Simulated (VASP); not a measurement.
Zn, 1 atom in the cell. The structure is cubic, space group Im-3m (No. 229). Conventional cell: a = 3.130 Å, b = 3.130 Å, c = 3.130 Å, α = 90.00°, β = 90.00°, γ = 90.00°. Within 3.6 Å of Zn (site symmetry m-3m) lie 14 Zn at 2.71 to 3.13 Å. This isn't the form of Zn at room conditions, which is hcp.

* Program: VASP 6.6.1
* Task: relaxation of cell and atoms
* Functional: r2SCAN
* Potentials or basis: VASP PAW PBE potentials, release 64 (Zn)
* Cutoff: 550 eV
* k mesh: 19 × 19 × 19
* Occupations: fermi-dirac, width 0.1 eV
* Spin: no spin polarisation
* Target pressure: 15 GPa
* Dipole correction: no
* Further INCAR settings: ALGO = Normal; EDIFF = 1e-07; IBRION = 2; EDIFFG = -0.01; NSW = 80; ISIF = 3

Potentials or basis: VASP PAW PBE potentials, release 64 (Zn).

Launch:

```console
$ cat potpaw_PBE.64/Zn/POTCAR > POTCAR
$ cp INCAR.step1 INCAR
$ mpirun -np 1 vasp_std > vasp.out
$ cp INCAR.step2 INCAR
$ mpirun -np 1 vasp_std > vasp.out
```

Hardware: 1 thread of Intel(R) Xeon(R) 6975P-C (Granite Rapids) (shared host).

Q: Estimate the wall time of this run.

A: Wall time 8.5 min on 1 thread of Intel(R) Xeon(R) 6975P-C (Granite Rapids), with other jobs on the host, peak memory 0.19 GiB. Counts: k points 220, ion steps 15.
